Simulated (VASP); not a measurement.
## AlN: relaxation of cell and atoms with PBEsol

The system is AlN.

```
CELL_PARAMETERS angstrom
3.11300 0.00000 0.00000
-1.55650 2.69594 0.00000
0.00000 0.00000 4.98100
ATOMIC_POSITIONS crystal
Al 0.66667 0.33333 0.50000
Al 0.33333 0.66667 0.00000
N 0.66667 0.33333 0.88000
N 0.33333 0.66667 0.38000
```

```json
{"Program": "VASP 6.6.1", "Task": "relaxation of cell and atoms", "Functional": "PBEsol", "Potentials or basis": "VASP PAW PBE potentials, release 64 (Al, N)", "Cutoff": "600 eV", "k mesh": "10 × 10 × 6", "Occupations": "fermi-dirac, width 0.05 eV", "Spin": "no spin polarisation", "Target pressure": "20 GPa", "Dipole correction": "no", "Further INCAR settings": "ALGO = Normal; EDIFF = 1e-07; IBRION = 2; EDIFFG = -0.02; NSW = 80; ISIF = 3"}
```

```yaml
Relaxed_volume: 9.61 Å³/atom
Relaxed_cell: a = 3.035 Å, b = 3.035 Å, c = 4.817 Å, α = 90.00°, β = 90.00°, γ = 120.00°
Space_group_after_relaxing_to_0.05_Å: P6_3mc (No. 186)
Energy_change_on_relaxing_the_enthalpy_is_what_falls: +49.0 meV/atom
Ionic_steps: 9
Pressure_after_relaxing: 20.0 GPa
Largest_force_after_relaxing: 0.005 eV/Å
Band_gap_on_the_k_mesh: 4.81 eV, direct
```

Forces in eV/Å, atoms in the order of the input:
```
Al   0.000  0.000  0.005
Al   0.000  0.000  0.005
N    0.000  0.000 -0.005
N    0.000  0.000 -0.005
```

The path:
| step | energy change (eV) | largest force (eV/Å) | pressure (GPa) | volume (Å³) |
| --- | --- | --- | --- | --- |
| 1 | 0.0000 | 0.1320 | 0.10 | 41.80 |
| 2 | 1.1339 | 0.0825 | 57.64 | 34.43 |
| 3 | 0.1841 | 0.0825 | 19.39 | 38.54 |
| 4 | 0.1937 | 0.0805 | 19.96 | 38.47 |
| 5 | 0.2019 | 0.0788 | 20.43 | 38.40 |
| 6 | 0.2017 | 0.0294 | 20.42 | 38.39 |
| 7 | 0.2028 | 0.0404 | 20.41 | 38.38 |
| 8 | 0.1840 | 0.0629 | 19.25 | 38.53 |
| 9 | 0.1960 | 0.0049 | 20.01 | 38.43 |

Final structure:
```cif
data_structure
_symmetry_space_group_name_H-M 'P 1'
_symmetry_Int_Tables_number 1
_cell_length_a 3.0351
_cell_length_b 3.0351
_cell_length_c 4.8173
_cell_angle_alpha 90.000
_cell_angle_beta 90.000
_cell_angle_gamma 120.000
_cell_volume 38.43
loop_
_atom_site_label
_atom_site_type_symbol
_atom_site_fract_x
_atom_site_fract_y
_atom_site_fract_z
_atom_site_occupancy
Al1 Al 0.66667 0.33333 0.49775 1
Al2 Al 0.33333 0.66667 0.99775 1
N1 N 0.66667 0.33333 0.88225 1
N2 N 0.33333 0.66667 0.38225 1
```

Levels at points of the mesh, in eV from the valence-band top:
```csv
k point,band 5,band 6,band 7,band 8,band 9,band 10,band 11,band 12
"(0.00, 0.00, 0.00)",-1.04,-0.34,-0.34,0.00,4.81,7.16,11.19,11.47
"(0.50, 0.00, 0.00)",-3.64,-2.35,-1.98,-0.80,5.85,5.85,8.73,10.72
"(0.00, 0.00, 0.50)",-0.70,-0.70,-0.70,-0.70,7.02,7.02,10.87,10.87
"(0.50, 0.00, 0.50)",-1.67,-1.67,-1.49,-1.49,5.42,5.42,9.57,9.57
```

Run time: 71 s on 1 thread of Intel(R) Xeon(R) 6975P-C (Granite Rapids) (shared host), peak memory 0.19 GiB.

Caveat: the cell is relaxed towards a set pressure, so the enthalpy falls and the energy may rise; the PAW data sets were made with another functional, which shifts forces and pressure a little. A k mesh can miss the band edges.
